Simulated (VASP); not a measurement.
# PbS (CsCl type) (Pm-3m) in VASP: further runs

The runs below take PbS (CsCl type) through relaxation of cell and atoms, with PBE.

Program: VASP 6.6.1. These are calculated values, not measurements. Logs are shortened: lines on timing, memory, paths and dates and some standing lists are left out, and cuts for length are marked.

### Step 1. The cell of the first run

Symmetry: Pm-3m, No. 221, cubic system. The conventional cell has a = 3.652 Å, b = 3.652 Å, c = 3.652 Å, α = 90.00°, β = 90.00°, γ = 90.00°. Pb (site symmetry m-3m) has 8 S at 3.16 Å and 6 Pb at 3.65 Å within 4.2 Å. Within 4.2 Å of S (site symmetry m-3m) lie 8 Pb at 3.16 Å and 6 S at 3.65 Å.

### Step 2. Relaxation of cell and atoms, PBE, target pressure 0.011 GPa, at which the enthalpy is minimised

Input file INCAR:

```
SYSTEM = PbS
PREC     = Accurate       ! precision mode
ENCUT    = 600            ! plane-wave cutoff, eV
EDIFF    = 1E-6           ! SCF threshold, eV
ISMEAR   = -1             ! smearing method
SIGMA    = 0.1            ! smearing width, eV
LREAL    = .False.        ! projectors in reciprocal space
LASPH    = .True.         ! aspherical terms in the spheres
NELM     = 100            ! most SCF steps
ALGO     = Normal         ! electronic algorithm
ISIF     = 3              ! what is computed and relaxed
LWAVE    = .False.        ! write WAVECAR
LCHARG   = .False.        ! write CHGCAR
GGA      = PE             ! functional
IBRION   = 2              ! ionic algorithm
NSW      = 32             ! ionic steps
EDIFFG   = -0.005         ! ionic threshold
PSTRESS  = 0.10999999999999999
```

Input file KPOINTS:

```
Automatic mesh
0
Gamma
  12 12 12
  0 0 0
```

Input file POSCAR:

```
PbS
1.0
    3.6521854029      0.0000000000      0.0000000000
    0.0000000000      3.6521854029      0.0000000000
    0.0000000000      0.0000000000      3.6521854029
Pb S
1 1
Direct
    0.0000000000      0.0000000000      0.0000000000
    0.5000000000      0.5000000000      0.5000000000
```

Potentials or basis: VASP PAW PBE potentials, release 64 (Pb_d, S).

On the command line:

```bash
> cat potpaw_PBE.64/Pb_d/POTCAR potpaw_PBE.64/S/POTCAR > POTCAR
> mpirun -np 1 vasp_std > vasp.out
```

OUTCAR:

```text
SYSTEM = PbS
   PREC = Accurate
   ENCUT = 600
   EDIFF = 1E-6
   ISMEAR = -1
   LREAL = .False.
   LASPH = .True.
   NELM = 100
   ISIF = 3
   GGA = PE
   IBRION = 2
   NSW = 32
   EDIFFG = -0.005
   PSTRESS = 0.10999999999999999

 ion  position               nearest neighbor table
   1  0.000  0.000  0.000-   2 3.16   2 3.16   2 3.16   2 3.16   2 3.16   2 3.16   2 3.16   2 3.16

   2  0.500  0.500  0.500-   1 3.16   1 3.16   1 3.16   1 3.16   1 3.16   1 3.16   1 3.16   1 3.16

  LATTYP: Found a simple cubic cell.
 ALAT       =     3.6521854029

  Lattice vectors:

 A1 = (   3.6521854029,   0.0000000000,   0.0000000000)
 A2 = (   0.0000000000,   3.6521854029,   0.0000000000)
 A3 = (   0.0000000000,   0.0000000000,   3.6521854029)

Analysis of symmetry for initial positions (statically):
=====================================================================
 Subroutine PRICEL returns:
 Original cell was already a primitive cell.

 Routine SETGRP: Setting up the symmetry group for a
 simple cubic supercell.

 Subroutine GETGRP returns: Found 48 space group operations
 (whereof 48 operations were pure point group operations)
 out of a pool of 48 trial point group operations.

The static configuration has the point symmetry O_h .

Analysis of symmetry for dynamics (positions and initial velocities):
=====================================================================
 Subroutine PRICEL returns:
 Original cell was already a primitive cell.

 Routine SETGRP: Setting up the symmetry group for a
 simple cubic supercell.

 Subroutine GETGRP returns: Found 48 space group operations
 (whereof 48 operations were pure point group operations)
 out of a pool of 48 trial point group operations.

The dynamic configuration has the point symmetry O_h .

 Subroutine INISYM returns: Found 48 space group operations
 (whereof 48 operations are pure point group operations),
 and found     1 'primitive' translations

----------------------------------------------------------------------------------------

                                     Primitive cell

  volume of cell :      48.7145

  direct lattice vectors                    reciprocal lattice vectors
     3.652185403  0.000000000  0.000000000     0.273808662  0.000000000  0.000000000
     0.000000000  3.652185403  0.000000000     0.000000000  0.273808662  0.000000000
     0.000000000  0.000000000  3.652185403     0.000000000  0.000000000  0.273808662

  length of vectors
     3.652185403  3.652185403  3.652185403     0.273808662  0.273808662  0.273808662

  position of ions in fractional coordinates (direct lattice)
     0.000000000  0.000000000  0.000000000
     0.500000000  0.500000000  0.500000000

  ion indices of the primitive-cell ions
   primitive index   ion index
                 1           1
                 2           2

----------------------------------------------------------------------------------------

 KPOINTS: Automatic mesh

Automatic generation of k-mesh.
 Grid dimensions read from file:
 generate k-points for:   12   12   12

 Generating k-lattice:

  Cartesian coordinates                     Fractional coordinates (reciprocal lattice)
     0.022817389  0.000000000  0.000000000     0.083333333  0.000000000  0.000000000
     0.000000000  0.022817389  0.000000000     0.000000000  0.083333333  0.000000000
     0.000000000  0.000000000  0.022817389     0.000000000  0.000000000  0.083333333

  Length of vectors
     0.022817389  0.022817389  0.022817389

  Shift w.r.t. Gamma in fractional coordinates (k-lattice)
     0.000000000  0.000000000  0.000000000

 Subroutine IBZKPT returns following result:
[... 58 lines left out ...]
   TEBEG  =    0.0;   TEEND  =   0.0 temperature during run
   PSTRESS=    0.1 pullay stress
   NELECT =      20.0000    total number of electrons
   NUPDOWN=      -1.0000    fix difference up-down
   EMIN   =  10.00;   EMAX   =-10.00  energy-range for DOS
   EFERMI =   0.00;   METHOD = LEGACY
   ISMEAR =    -1;   SIGMA  =   0.10  broadening in eV -4-tet -1-fermi 0-gaus
   EFERMI_NEDOS =   21; number of points for ismear=-14 and -15
   IALGO  =     38    algorithm
   IMIX   =      4    mixing-type and parameters
     AMIX     =   0.40;   BMIX     =  1.00
     AMIX_MAG =   1.60;   BMIX_MAG =  1.00
  volume/ion in A,a.u.               =      24.36       164.37
  Fermi-wavevector in a.u.,A,eV,Ry     =   1.216743  2.299310 20.142913  1.480462
  Thomas-Fermi vector in A             =   2.352086
   LORBIT       =      0    0 simple, 1 ext, 2 COOP (PROOUT), +10 PAW based schemes
   GGA     = PE    functional components
   LHFCALC =     F    Hartree Fock is set to
   AEXX    =    0.0000 exact exchange contribution
   IVDW    =     0    specifies the selected vdW correction
   LEPSILON=     F    determine dielectric tensor
   LRPA    =     F    only Hartree local field effects (RPA)
 conjugate gradient relaxation of ions
 non-spin polarized calculation
  energy-cutoff  :      600.00
  volume of cell :       48.71
 maximum number of plane-waves:      1647
 NGX is ok and might be reduce to    30
   NGX = 15   NGY = 15   NGZ = 15

--------------------------------------- Ionic step        1  -------------------------------------------

 number of electron      19.9999998 magnetization

 Free energy of the ion-electron system (eV)
  ---------------------------------------------------
  ext. energy  EPLUGINS =         0.00000000
  ---------------------------------------------------
  free energy    TOTEN  =        -8.26661597 eV

  energy without entropy =       -8.24957571  energy(sigma->0) =       -8.25809584

------------------------ aborting loop because EDIFF is reached ----------------------------------------

  FORCE on cell =-STRESS in cart. coord.  units (eV):
  Direction    XX          YY          ZZ          XY          YZ          ZX
  --------------------------------------------------------------------------------------
  -------------------------------------------------------------------------------------
  Total       -0.0090875     -0.0090875     -0.0090875     -0.0000000     -0.0000000     -0.0000000
  in kB       -0.2988814     -0.2988814     -0.2988814     -0.0000000     -0.0000000     -0.0000000
  external PRESSURE =      -0.4088814 kB  Pullay stress =       0.1100000 kB

 VOLUME and BASIS-vectors are now :
 -----------------------------------------------------------------------------
  energy-cutoff  :      600.00
  volume of cell :       48.71
      direct lattice vectors                 reciprocal lattice vectors
     3.652185403  0.000000000  0.000000000     0.273808662  0.000000000  0.000000000
     0.000000000  3.652185403  0.000000000     0.000000000  0.273808662  0.000000000
     0.000000000  0.000000000  3.652185403     0.000000000  0.000000000  0.273808662

 POSITION                                       TOTAL-FORCE (eV/Angst)
 -----------------------------------------------------------------------------------
      0.00000      0.00000      0.00000         0.000000      0.000000      0.000000
      1.82609      1.82609      1.82609         0.000000      0.000000      0.000000
 -----------------------------------------------------------------------------------
    total drift:                                0.000000     -0.000000     -0.000000

  FREE ENERGIE OF THE ION-ELECTRON SYSTEM (eV)
  ---------------------------------------------------
  free  energy   TOTEN  =        -8.2666159651 eV

  energy  without entropy=       -8.2495757078  energy(sigma->0) =       -8.25809584

  enthalpy is  TOTEN    =        -8.2632713931 eV   P V=        0.0033445720

--------------------------------------- Ionic step        2  -------------------------------------------

 number of electron      19.9999998 magnetization

 Free energy of the ion-electron system (eV)
  ---------------------------------------------------
  ext. energy  EPLUGINS =         0.00000000
  ---------------------------------------------------
  free energy    TOTEN  =        -8.26661681 eV

  energy without entropy =       -8.24955620  energy(sigma->0) =       -8.25808650

 E-fermi :   6.1493     XC(G=0): -10.1816

 val. band max:        6.1398945590   @ k =   0.1667   0.1667   0.1667
 cond. band min:       6.2559656150   @ k =   0.4167   0.4167   0.4167
 fundamental gap:      0.1160710560
 Fermi energy:         6.1492899474

 k-point     1 :       0.0000    0.0000    0.0000
  band No.  band energies     occupation
      1     -10.7688      2.00000
      2     -10.7688      2.00000
      3     -10.5569      2.00000
      4     -10.5569      2.00000
      5     -10.5569      2.00000
      6      -7.0165      2.00000
      7      -0.5924      2.00000
      8       4.5337      2.00000
      9       4.5337      2.00000
     10       4.5337      2.00000
     11      11.6207      0.00000
     12      11.6207      0.00000
     13      12.6700      0.00000
     14      12.6700      0.00000
[... 377 lines left out ...]
      1     -10.6991      2.00000
      2     -10.6961      2.00000
      3     -10.6034      2.00000
      4     -10.5917      2.00000
      5     -10.5512      2.00000
      6      -5.2684      2.00000
      7      -1.7911      2.00000
      8       2.1785      2.00000
      9       3.3574      2.00000
     10       5.7551      1.96193
     11       9.2097      0.00000
     12      10.4154      0.00000
     13      11.3169      0.00000
     14      14.0641      0.00000

 [... further k-points ...]
[... 5 lines left out ...]
  --------------------------------------------------------------------------------------
  -------------------------------------------------------------------------------------
  Total        0.0067707      0.0067707      0.0067707      0.0000000     -0.0000000      0.0000000
  in kB        0.2228839      0.2228839      0.2228839      0.0000000     -0.0000000      0.0000000
  external PRESSURE =       0.1128839 kB  Pullay stress =       0.1100000 kB

 VOLUME and BASIS-vectors are now :
 -----------------------------------------------------------------------------
  energy-cutoff  :      600.00
  volume of cell :       48.67
      direct lattice vectors                 reciprocal lattice vectors
     3.651090188 -0.000000000 -0.000000000     0.273890797  0.000000000 -0.000000000
    -0.000000000  3.651090188 -0.000000000     0.000000000  0.273890797  0.000000000
     0.000000000 -0.000000000  3.651090188     0.000000000  0.000000000  0.273890797

 POSITION                                       TOTAL-FORCE (eV/Angst)
 -----------------------------------------------------------------------------------
      0.00000      0.00000      0.00000        -0.000000     -0.000000      0.000000
      1.82555      1.82555      1.82555         0.000000      0.000000      0.000000
 -----------------------------------------------------------------------------------
    total drift:                                0.000000     -0.000000     -0.000000

  FREE ENERGIE OF THE ION-ELECTRON SYSTEM (eV)
  ---------------------------------------------------
  free  energy   TOTEN  =        -8.2666168070 eV

  energy  without entropy=       -8.2495561956  energy(sigma->0) =       -8.25808650

  enthalpy is  TOTEN    =        -8.2632752430 eV   P V=        0.0033415640

 reached required accuracy - stopping structural energy minimisation
```

Run time: 57 s. Hardware: 1 thread of Intel Xeon Platinum 8488C (Sapphire Rapids), shared host; peak memory 0.22 GiB.

What came out:

* Free energy: -8.2666 eV
* Relaxed volume: 24.34 Å³/atom
* Relaxed cell: a = 3.651 Å, b = 3.651 Å, c = 3.651 Å, α = 90.00°, β = 90.00°, γ = 90.00°
* Space group after relaxing (to 0.1 Å): Pm-3m (No. 221)
* Energy change on relaxing (the run minimises the enthalpy): -0.0 meV/atom
* Ionic steps: 2
* Pressure after relaxing: 0.0 GPa
* Band gap on the k mesh: zero (bands 10 and 11 overlap by 0.47 eV)

Final structure:
```
CELL_PARAMETERS angstrom
3.65109 0.00000 0.00000
0.00000 3.65109 0.00000
0.00000 0.00000 3.65109
ATOMIC_POSITIONS crystal
Pb 0.00000 0.00000 0.00000
S 0.50000 0.50000 0.50000
```

Levels at points of the mesh, in eV from the Fermi level:
```tsv
k point	band 8	band 9	band 10	band 11	band 12	band 13
(0.00, 0.00, 0.00)	-1.62	-1.62	-1.62	5.47	5.47	6.52
(0.50, 0.00, 0.00)	-0.50	-0.50	-0.14	0.31	3.93	3.93
(0.50, 0.50, 0.00)	-4.46	-4.46	-0.31	4.18	4.18	5.92
(0.50, 0.50, 0.50)	-2.41	-2.41	-2.41	-0.48	-0.48	-0.48
```

Caveat: the cell is relaxed towards a set pressure, so the run minimises the enthalpy, not the energy; semilocal functionals underestimate gaps, and a narrow one can read as zero; spin-orbit coupling is left out, which moves the levels of the heavy elements.

### Step 3. Relaxation of cell and atoms, PBE, target pressure 0.011 GPa, at which the enthalpy is minimised

This run uses another cell than the first one, of 25.22 Å³/atom.

Input file INCAR:

```
SYSTEM = PbS
PREC = Accurate
ENCUT = 600
EDIFF = 1E-7
ISMEAR = -1
SIGMA = 0.1
LREAL = .False.
LASPH = .True.
NELM = 60
ALGO = Normal
ISIF = 3
LWAVE = .False.
LCHARG = .False.
GGA = PE
IBRION = 2
NSW = 60
EDIFFG = -0.005
PSTRESS = 0.10999999999999999
```

KPOINTS is that of step 2.

Input file POSCAR:

```
PbS
1.0
    3.6945925232      0.0000000000      0.0000000000
    0.0000000000      3.6945925232      0.0000000000
    0.0000000000      0.0000000000      3.6945925232
Pb S
1 1
Direct
    0.0000000000      0.0000000000      0.0000000000
    0.5000000000      0.5000000000      0.5000000000
```

Potentials or basis: VASP PAW PBE potentials, release 64 (Pb_d, S).

On the command line:

```bash
> cat potpaw_PBE.64/Pb_d/POTCAR potpaw_PBE.64/S/POTCAR > POTCAR
> mpirun -np 1 vasp_std > vasp.out
```

Run time: 1.7 min. Hardware: 1 thread of Intel Xeon Platinum 8488C (Sapphire Rapids), shared host; peak memory 0.23 GiB.

It converged, with:

* Free energy: -8.2668 eV
* Relaxed volume: 24.34 Å³/atom
* Relaxed cell: a = 3.651 Å, b = 3.651 Å, c = 3.651 Å, α = 90.00°, β = 90.00°, γ = 90.00°
* Space group after relaxing (to 0.1 Å): Pm-3m (No. 221)
* Energy change on relaxing (the run minimises the enthalpy): -5.1 meV/atom
* Ionic steps: 3
* Pressure after relaxing: 0.0 GPa
* Band gap on the k mesh: zero (bands 10 and 11 overlap by 0.47 eV)

The path:
```csv
step,energy change (eV),largest force (eV/Å),pressure (GPa),volume (Å³)
1,0.0000,0.0000,-1.82,50.43
2,-0.0098,0.0000,0.39,48.36
3,-0.0102,0.0000,0.01,48.68
```

Final structure:
```
Pb S
1.0
     3.65137    0.00000    0.00000
     0.00000    3.65137    0.00000
     0.00000    0.00000    3.65137
Pb S
1 1
Direct
  0.00000 0.00000 0.00000
  0.50000 0.50000 0.50000
```

Levels at points of the mesh, in eV from the Fermi level:
```
           k point  band 8  band 9  band 10  band 11  band 12  band 13
(0.00, 0.00, 0.00)   -1.62   -1.62    -1.62     5.47     5.47     6.52
(0.50, 0.00, 0.00)   -0.50   -0.50    -0.14     0.31     3.93     3.93
(0.50, 0.50, 0.00)   -4.46   -4.46    -0.31     4.18     4.18     5.92
(0.50, 0.50, 0.50)   -2.41   -2.41    -2.41    -0.48    -0.48    -0.48
```

Caveat: the cell is relaxed towards a set pressure, so the run minimises the enthalpy, not the energy; semilocal functionals underestimate gaps, and a narrow one can read as zero; spin-orbit coupling is left out, which moves the levels of the heavy elements.

The gap in the log of VASP goes by the Fermi energy; the results here count the filled bands.